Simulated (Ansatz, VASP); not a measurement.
MoSe: VASP beside Ansatz

```xyz
2
Lattice="3.5777 0.0000 0.0000 0.0000 3.5777 0.0000 0.0000 0.0000 3.5777" Properties=species:S:1:pos:R:3 pbc="T T T"
Mo    0.0000    0.0000    0.0000
Se    1.7888    1.7888    1.7888
```

Alike in both runs: task single point; functional r2SCAN; k mesh 12 × 12 × 12; occupations gaussian, width 0.1 eV; collinear spin; Hubbard terms Mo d U = 4.38 eV.

|  | VASP | Ansatz |
| --- | --- | --- |
| version | VASP 6.6.1 | Ansatz 0.2.0 |
| potentials or method | VASP PAW PBE potentials, release 64 (Mo_sv, Se), cutoff 520 eV | scalar-relativistic, plane waves, PAW |
| valence electrons in the cell | 20 | 30 |

Ansatz gave:

```
gap on the k mesh at the Fermi level (eV)                     : none
pressure (GPa)                                                : -2.4
net moment per atom (μB)                                      : 2.00
size of the moment on the site where the two differ most (μB) : 0.48
```

**Question.** Estimate VASP's values.

**Answer.** gap on the k mesh at the Fermi level (eV): none; pressure (GPa): -4.8; net moment per atom (μB): 2.00; size of the moment on the site where the two differ most (μB): 0.30.

VASP's potentials were made for PBE, not for r2SCAN. Site moments also hang on the region over which each program counts them. The programs project onto different local orbitals, so the same U acts differently, and such runs can settle in different states. A gap of «none» marks a metal or a gap that the smearing closes. VASP's potentials hold 20 valence electrons a cell and Ansatz's 30, so a difference there can come from the potentials and not from the codes. Ansatz's warnings: filled band counts differ across k points, stability check not made.
